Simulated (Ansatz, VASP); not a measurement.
# One calculation of GaN, two programs

File INCAR:

```
SYSTEM = GaN
ALGO = Normal
EDIFF = 1E-7
ENCUT = 520
GGA = PS
GGA_COMPAT = .False.
ISIF = 2
ISMEAR = 0
LASPH = .True.
LCHARG = .False.
LORBIT = 11
LORBMOM = .True.
LREAL = .False.
LSORBIT = .True.
LWAVE = .False.
MAGMOM = 0 0 0 0 0 0
NBANDS = 30
NELM = 150
PREC = Accurate
SIGMA = 0.01
```

Contents of KPOINTS:

```
k-points
0
Gamma
  10 10 10
  0 0 0
```

The input POSCAR:

```
GaN
1.0
    2.2716286445      2.2716286445      0.0000000000
   -2.2716286445      2.2716286445      0.0000000000
    0.0000000000      2.2716286445      2.2244451531
Ga N
1 1
Direct
    0.0000000000      0.0000000000      0.0000000000
    0.2500000000      0.7500000000      0.5000000000
```

Input for Ansatz:

```yaml
crystal:
  lattice:
    - [2.27162864452, 2.27162864452, 0.0]
    - [-2.27162864452, 2.27162864452, 0.0]
    - [0.0, 2.27162864452, 2.22444515307]
  atoms:
    - { symbol: Ga, position: [0.0, 0.0, 0.0] }
    - { symbol: "N", position: [0.25, 0.75, 0.5] }
kpoints:
  mp_grid: { grid: [10, 10, 10] }
scf:
  occupations: { method: fixed }
  convergence: { dr2_threshold: 1.0e-10 }
hamiltonian:
  xc: pbesol
  pseudopotentials: { kind: all_electron, lapw: { basis_error: 0.0005 } }
magnetization:
  noncollinear: true
  spin_orbit: true
output:
  forces: true
  stress: true
  eigenstates:
    kpoints:
      - [0.0, 0.0, 0.0]
      - [-0.5, -0.5, -0.5]
      - [-0.5, 0.5, 0.0]
      - [0.0, 0.0, -0.5]
      - [0.0, -0.5, -0.5]
      - [0.0, 0.5, 0.0]
      - [-0.5, 0.0, 0.0]
      - [-0.5, 0.0, -0.5]
  eigenvalues: true
```

Change from the starting cell: film at in-plane strain +0.01.

Alike in both runs: task single point; functional PBEsol; k mesh 10 × 10 × 10; non-collinear spin, spin-orbit coupling.

|  | VASP | Ansatz |
| --- | --- | --- |
| version | VASP 6.6.1 | Ansatz 0.2.0 |
| potentials or method | VASP PAW PBE potentials, release 64 (Ga_d, N), cutoff 520 eV | all-electron LAPW |
| occupations | gaussian, width 0.01 eV | fixed |

```tsv
	VASP	Ansatz	Ansatz less VASP
pressure (GPa)	-1.9	-1.7	+0.18
traceless stress, the component that is largest in VASP (GPa)	1.67	1.66	-0.011
net moment per atom (μB)	0.00	0.00	0.000
```

VASP's potentials were made for PBE, not for PBEsol. Ansatz ran all-electron here, and VASP with PAW potentials.
